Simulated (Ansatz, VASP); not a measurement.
# One calculation of CaO, two programs

```
CELL_PARAMETERS angstrom
0.00000 2.40356 2.40356
2.40356 0.00000 2.40356
2.40356 2.40356 0.00000
ATOMIC_POSITIONS crystal
Ca 0.00000 0.00000 0.00000
O 0.50000 0.50000 0.50000
```

Alike in both runs: task relaxation of cell and atoms; functional PBEsol; dispersion D4; k mesh 10 × 10 × 10; occupations fermi-dirac, width 0.05 eV; no spin polarisation.

|  | VASP | Ansatz |
| --- | --- | --- |
| version | VASP 6.6.1 | Ansatz 0.2.0 |
| potentials or method | VASP PAW PBE potentials, release 64 (Ca_sv, O) | Ansatz PAW |
| plane-wave cutoff (eV) | 600 | 420 |
| valence electrons in the cell | 16 | 16 |

Ansatz gave:

| Quantity | Value |
| --- | --- |
| gap on the k mesh at the Fermi level, each at its own relaxed structure (eV) | 3.54 |
| relaxed volume (Å³/atom) | 13.40 |
| relaxed length of the cell vector where the two differ most in proportion (Å) | 3.359 |

Problem. Estimate VASP's values.

Solution. gap on the k mesh at the Fermi level, each at its own relaxed structure (eV): 3.52; relaxed volume (Å³/atom): 13.46; relaxed length of the cell vector where the two differ most in proportion (Å): 3.364.

VASP's potentials were made for PBE, not for PBEsol.

Noted on Ansatz's run: the plane-wave basis is chosen anew once the cell has moved, so the energies of steps on either side of that aren't comparable.
